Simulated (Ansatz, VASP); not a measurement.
## Fe in VASP and in Ansatz

```xyz
1
Lattice="-1.4892 1.4892 1.3820 1.4892 -1.4892 1.3820 1.4892 1.4892 -1.3820" Properties=species:S:1:pos:R:3 pbc="T T T"
Fe    0.0000    0.0000    0.0000
```

Alike in both runs: task single point; functional PBE; k mesh 12 × 12 × 12; occupations gaussian, width 0.15 eV; collinear spin.

|  | VASP | Ansatz |
| --- | --- | --- |
| version | VASP 6.6.1 | Ansatz 0.2.0 |
| potentials or method | VASP PAW PBE potentials, release 64 (Fe_sv), cutoff 600 eV | scalar-relativistic, plane waves, PAW |
| valence electrons in the cell | 16 | 16 |

Ansatz gave:

```
gap on the k mesh at the Fermi level (eV)                     : none
pressure (GPa)                                                : -10.0
traceless stress, the component that is largest in VASP (GPa) : 5.01
net moment per atom (μB)                                      : 2.39
size of the moment on the site where the two differ most (μB) : 2.44
```

Estimate VASP's values.

gap on the k mesh at the Fermi level (eV): none; pressure (GPa): -13.4; traceless stress, the component that is largest in VASP (GPa): 4.97; net moment per atom (μB): 2.39; size of the moment on the site where the two differ most (μB): 2.39.

Site moments also hang on the region over which each program counts them. A gap of «none» marks a metal or a gap that the smearing closes.
